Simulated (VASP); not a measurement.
# NaF (Fm-3m) in VASP: a series of runs

NaF is run at these levels: PBEsol; tasks: elastic constants.

All numbers are computed with VASP 6.6.1; they aren't measurements. Logs are shortened: lines on timing, memory, paths and dates and some standing lists are left out, and cuts for length are marked.

### 1 The cell of the first run

The structure is cubic, space group Fm-3m (No. 225). Conventional cell: a = 4.599 Å, b = 4.599 Å, c = 4.599 Å, α = 90.00°, β = 90.00°, γ = 90.00°. Within 3.0 Å of Na (site symmetry m-3m) lie 6 F at 2.30 Å. Within 3.0 Å of F (site symmetry m-3m) lie 6 Na at 2.30 Å.

### 2 Elastic constants, PBEsol

INCAR reads:

```
SYSTEM = NaF
PREC = Accurate
ENCUT = 600
EDIFF = 1E-8
ISMEAR = 0
SIGMA = 0.01
LREAL = .False.
LASPH = .True.
NELM = 80
ALGO = Normal
ISIF = 3
LWAVE = .False.
LCHARG = .True.
GGA = PS
NBANDS = 14
IBRION = 6
NFREE = 2
POTIM = 0.015
NSW = 1
```

KPOINTS reads:

```
regular mesh
0
Gamma
  8 8 8
  0 0 0
```

POSCAR reads:

```
NaF
1.0
    0.0000000000      2.2995128478      2.2995128478
    2.2995128478      0.0000000000      2.2995128478
    2.2995128478      2.2995128478      0.0000000000
Na F
1 1
Direct
    0.0000000000      0.0000000000      0.0000000000
    0.5000000000      0.5000000000      0.5000000000
```

Potentials or basis: VASP PAW PBE potentials, release 64 (Na_pv, F).

Run with:

```console
$ cat potpaw_PBE.64/Na_pv/POTCAR potpaw_PBE.64/F/POTCAR > POTCAR
$ mpirun -np 1 vasp_std > vasp.out
```

OUTCAR:

```text
SYSTEM = NaF
   PREC = Accurate
   ENCUT = 600
   EDIFF = 1E-8
   ISMEAR = 0
   LREAL = .False.
   LASPH = .True.
   NELM = 80
   ISIF = 3
   GGA = PS
   IBRION = 6
   NFREE = 2
   POTIM = 0.015
   NSW = 1

 ion  position               nearest neighbor table
   1  0.000  0.000  0.000-   2 2.30   2 2.30   2 2.30   2 2.30   2 2.30   2 2.30
   2  0.500  0.500  0.500-   1 2.30   1 2.30   1 2.30   1 2.30   1 2.30   1 2.30

  LATTYP: Found a face centered cubic cell.
 ALAT       =     4.5990256956

  Lattice vectors:

 A1 = (   0.0000000000,   2.2995128478,   2.2995128478)
 A2 = (   2.2995128478,   0.0000000000,   2.2995128478)
 A3 = (   2.2995128478,   2.2995128478,   0.0000000000)

Analysis of symmetry for initial positions (statically):
=====================================================================
 Subroutine PRICEL returns:
 Original cell was already a primitive cell.

 Routine SETGRP: Setting up the symmetry group for a
 face centered cubic supercell.

 Subroutine GETGRP returns: Found 48 space group operations
 (whereof 48 operations were pure point group operations)
 out of a pool of 48 trial point group operations.

The static configuration has the point symmetry O_h .

Analysis of symmetry for dynamics (positions and initial velocities):
=====================================================================
 Subroutine PRICEL returns:
 Original cell was already a primitive cell.

 Routine SETGRP: Setting up the symmetry group for a
 face centered cubic supercell.

 Subroutine GETGRP returns: Found 48 space group operations
 (whereof 48 operations were pure point group operations)
 out of a pool of 48 trial point group operations.

The dynamic configuration has the point symmetry O_h .

 Subroutine INISYM returns: Found 48 space group operations
 (whereof 48 operations are pure point group operations),
 and found     1 'primitive' translations

----------------------------------------------------------------------------------------

                                     Primitive cell

  volume of cell :      24.3185

  direct lattice vectors                    reciprocal lattice vectors
     0.000000000  2.299512848  2.299512848    -0.217437359  0.217437359  0.217437359
     2.299512848  0.000000000  2.299512848     0.217437359 -0.217437359  0.217437359
     2.299512848  2.299512848  0.000000000     0.217437359  0.217437359 -0.217437359

  length of vectors
     3.252002256  3.252002256  3.252002256     0.376612553  0.376612553  0.376612553

  position of ions in fractional coordinates (direct lattice)
     0.000000000  0.000000000  0.000000000
     0.500000000  0.500000000  0.500000000

  ion indices of the primitive-cell ions
   primitive index   ion index
                 1           1
                 2           2

----------------------------------------------------------------------------------------

 KPOINTS: regular mesh

Automatic generation of k-mesh.
 Grid dimensions read from file:
 generate k-points for:    8    8    8

 Generating k-lattice:

  Cartesian coordinates                     Fractional coordinates (reciprocal lattice)
    -0.027179670  0.027179670  0.027179670     0.125000000  0.000000000  0.000000000
     0.027179670 -0.027179670  0.027179670     0.000000000  0.125000000  0.000000000
     0.027179670  0.027179670 -0.027179670     0.000000000  0.000000000  0.125000000

  Length of vectors
     0.047076569  0.047076569  0.047076569

  Shift w.r.t. Gamma in fractional coordinates (k-lattice)
     0.000000000  0.000000000  0.000000000

 Subroutine IBZKPT returns following result:
 ===========================================

 Found     29 irreducible k-points:

 Following reciprocal coordinates:
            Coordinates               Weight
  0.000000  0.000000  0.000000      1.000000
  0.125000  0.000000  0.000000      8.000000
  0.250000  0.000000  0.000000      8.000000
[... 54 lines left out ...]
   EFERMI =   0.00;   METHOD = LEGACY
   ISMEAR =     0;   SIGMA  =   0.01  broadening in eV -4-tet -1-fermi 0-gaus
   EFERMI_NEDOS =   21; number of points for ismear=-14 and -15
   IALGO  =     38    algorithm
   IMIX   =      4    mixing-type and parameters
     AMIX     =   0.40;   BMIX     =  1.00
     AMIX_MAG =   1.60;   BMIX_MAG =  1.00
  volume/ion in A,a.u.               =      12.16        82.05
  Fermi-wavevector in a.u.,A,eV,Ry     =   1.361878  2.573577 25.234900  1.854713
  Thomas-Fermi vector in A             =   2.488416
   LORBIT       =      0    0 simple, 1 ext, 2 COOP (PROOUT), +10 PAW based schemes
   GGA     = PS    functional components
   LHFCALC =     F    Hartree Fock is set to
   AEXX    =    0.0000 exact exchange contribution
   IVDW    =     0    specifies the selected vdW correction
   LEPSILON=     F    determine dielectric tensor
   LRPA    =     F    only Hartree local field effects (RPA)
 finite differences with symmetry
 non-spin polarized calculation
 Gauss-broadening in eV      SIGMA  =   0.01
  energy-cutoff  :      600.00
  volume of cell :       24.32
 maximum number of plane-waves:       869
 NGX is ok and might be reduce to    28
   NGX = 13   NGY = 13   NGZ = 13

--------------------------------------- Ionic step        1  -------------------------------------------

 number of electron      14.0000003 magnetization

 Free energy of the ion-electron system (eV)
  ---------------------------------------------------
  ext. energy  EPLUGINS =         0.00000000
  ---------------------------------------------------
  free energy    TOTEN  =        -8.76829534 eV

  energy without entropy =       -8.76829534  energy(sigma->0) =       -8.76829534

------------------------ aborting loop because EDIFF is reached ----------------------------------------

  FORCE on cell =-STRESS in cart. coord.  units (eV):
  Direction    XX          YY          ZZ          XY          YZ          ZX
  --------------------------------------------------------------------------------------
  -------------------------------------------------------------------------------------
  Total        0.1370650      0.1370650      0.1370650      0.0000000      0.0000000      0.0000000
  in kB        9.0302480      9.0302480      9.0302480      0.0000000      0.0000000      0.0000000
  external PRESSURE =       9.0302480 kB  Pullay stress =       0.0000000 kB
[... 89 lines left out ...]
  FREE ENERGIE OF THE ION-ELECTRON SYSTEM (eV)
  ---------------------------------------------------
  free  energy   TOTEN  =        -8.7641609997 eV

  energy  without entropy=       -8.7641609997  energy(sigma->0) =       -8.76416100

[... ionic steps 4 to 14 ...]

--------------------------------------- Ionic step       15  -------------------------------------------

 number of electron      14.0000003 magnetization

------------------------ aborting loop because EDIFF is reached ----------------------------------------
[... 67 lines left out ...]
--------------------------------------- Ionic step       17  -------------------------------------------

 number of electron      14.0000001 magnetization

 Free energy of the ion-electron system (eV)
  ---------------------------------------------------
  ext. energy  EPLUGINS =         0.00000000
  ---------------------------------------------------
  free energy    TOTEN  =        -8.76801080 eV

  energy without entropy =       -8.76801080  energy(sigma->0) =       -8.76801080

 E-fermi :  -1.8870     XC(G=0):  -9.4477

 val. band max:       -2.0804688224   @ k =   0.0000   0.0000   0.0000
 cond. band min:       4.2018543240   @ k =   0.0000   0.0000   0.0000
 fundamental gap:      6.2823231464
 Fermi energy:        -1.8869722268

 k-point     1 :       0.0000    0.0000    0.0000
  band No.  band energies     occupation
      1     -21.1777      2.00000
      2     -20.7807      2.00000
      3     -20.7807      2.00000
      4     -20.7802      2.00000
      5      -2.0805      2.00000
      6      -2.0805      2.00000
      7      -2.0805      2.00000
      8       4.2019      0.00000
      9      16.9243      0.00000
     10      16.9247      0.00000
     11      16.9247      0.00000
     12      19.6552      0.00000
     13      22.0681      0.00000
     14      22.0683      0.00000
[... 377 lines left out ...]
      1     -21.5974      2.00000
      2     -20.8414      2.00000
      3     -20.8152      2.00000
      4     -20.1807      2.00000
      5      -3.4537      2.00000
      6      -2.6871      2.00000
      7      -2.4349      2.00000
      8       9.6811      0.00000
      9      10.6680      0.00000
     10      15.1727      0.00000
     11      17.0343      0.00000
     12      20.2178      0.00000
     13      21.3023      0.00000
     14      26.1850      0.00000

 [... further k-points ...]
[... 5 lines left out ...]
  --------------------------------------------------------------------------------------
  -------------------------------------------------------------------------------------
  Total        0.1416371      0.1373877      0.1373877     -0.0000000      0.0000000      0.0000000
  in kB        9.3314731      9.0515104      9.0515104     -0.0000000      0.0000000      0.0000000
  external PRESSURE =       9.1448313 kB  Pullay stress =       0.0000000 kB
[... 17 lines left out ...]
  FREE ENERGIE OF THE ION-ELECTRON SYSTEM (eV)
  ---------------------------------------------------
  free  energy   TOTEN  =        -8.7680108046 eV

  energy  without entropy=       -8.7680108046  energy(sigma->0) =       -8.76801080

 INTERNAL STRAIN TENSORS FROM STRAINED CELLS
 ============================================

 INTERNAL STRAIN TENSOR FOR ION    1 for displacements in x,y,z  (eV/Angst):
          X           Y           Z          XY          YZ          ZX
  --------------------------------------------------------------------------------
  x    -0.00000     0.00000     0.00000     0.00000    -0.00000     0.00000
  y     0.00000     0.00000    -0.00000    -0.00000     0.00000    -0.00000
  z     0.00000    -0.00000     0.00000    -0.00000    -0.00000     0.00000

 INTERNAL STRAIN TENSORS FROM DISPLACED ATOMS
 ============================================

 INTERNAL STRAIN TENSOR FOR ION    1 for displacements in x,y,z  (eV/Angst):
          X           Y           Z          XY          YZ          ZX
  --------------------------------------------------------------------------------
  x     0.00000     0.00000     0.00000     0.00000     0.00000     0.00000
  y     0.00000     0.00000     0.00000     0.00000     0.00000     0.00000
  z     0.00000     0.00000     0.00000     0.00000     0.00000     0.00000

 INTERNAL STRAIN TENSOR FOR ION    2 for displacements in x,y,z  (eV/Angst):
          X           Y           Z          XY          YZ          ZX
  --------------------------------------------------------------------------------
  x     0.00000     0.00000     0.00000     0.00000     0.00000     0.00000
  y     0.00000     0.00000     0.00000     0.00000     0.00000     0.00000
  z     0.00000     0.00000     0.00000     0.00000     0.00000     0.00000

 Eigenvectors and eigenvalues of the dynamical matrix
 ----------------------------------------------------

   1 f  =    7.690304 THz    48.319604 2PiTHz  256.520922 cm-1    31.804527 meV
             X         Y         Z           dx          dy          dz
      0.000000  0.000000  0.000000    -0.672056   -0.000000    0.000000
      2.299513  2.299513  2.299513     0.740500   -0.000000    0.000000
[... 21 lines left out ...]
   6 f/i=    0.006203 THz     0.038976 2PiTHz    0.206916 cm-1     0.025654 meV
             X         Y         Z           dx          dy          dz
      0.000000  0.000000  0.000000     0.467273    0.491217   -0.297829
      2.299513  2.299513  2.299513     0.424084    0.445814   -0.270301

--------------------------------------------------------------------------------------------------------

 ELASTIC MODULI CONTR FROM IONIC RELAXATION (kBar)
 Direction    XX          YY          ZZ          XY          YZ          ZX
 --------------------------------------------------------------------------------
 XX           0.0000      0.0000      0.0000      0.0000      0.0000      0.0000
 YY           0.0000      0.0000      0.0000      0.0000      0.0000      0.0000
 ZZ           0.0000      0.0000      0.0000      0.0000      0.0000      0.0000
 XY           0.0000      0.0000      0.0000      0.0000      0.0000      0.0000
 YZ           0.0000      0.0000      0.0000      0.0000      0.0000      0.0000
 ZX           0.0000      0.0000      0.0000      0.0000      0.0000      0.0000
 --------------------------------------------------------------------------------

 TOTAL ELASTIC MODULI (kBar)
 Direction    XX          YY          ZZ          XY          YZ          ZX
 --------------------------------------------------------------------------------
 XX        1131.1794    215.2274    215.2274      0.0000      0.0000      0.0000
 YY         215.2274   1131.1794    215.2274      0.0000      0.0000      0.0000
 ZZ         215.2274    215.2274   1131.1794      0.0000      0.0000      0.0000
 XY           0.0000      0.0000      0.0000    266.4741      0.0000      0.0000
 YZ           0.0000      0.0000      0.0000      0.0000    266.4741      0.0000
 ZX           0.0000      0.0000      0.0000      0.0000      0.0000    266.4741
 --------------------------------------------------------------------------------
```

Wall time 7.4 min (1 thread of AMD EPYC 7R13 (Zen 3), shared host); peak memory 0.2 GiB.

What came out:

```
Elastic constants C11, C12, C44                         : 113, 22, 27 GPa
Voigt bulk modulus                                      : 52 GPa
Highest phonon frequency at Γ, LO-TO splitting left out : 257 cm⁻¹
```

Phonon frequencies in cm⁻¹ (negative: imaginary):
```csv
q point,frequencies
"(0.000, 0.000, 0.000)",0 0 0 257 257 257
```

Elastic tensor in Voigt notation (GPa, in the Cartesian axes of the cell as first typed):
```
113  22  22   0   0   0
 22 113  22   0   0   0
 22  22 113   0   0   0
  0   0   0  27   0   0
  0   0   0   0  27   0
  0   0   0   0   0  27
```

Clamped-ion elastic tensor (GPa):
```
113  22  22   0   0   0
 22 113  22   0   0   0
 22  22 113   0   0   0
  0   0   0  27   0   0
  0   0   0   0  27   0
  0   0   0   0   0  27
```

Caveat: the PAW data sets were made with another functional, which shifts forces and pressure a little.

(Continued in part 2 of 2.)
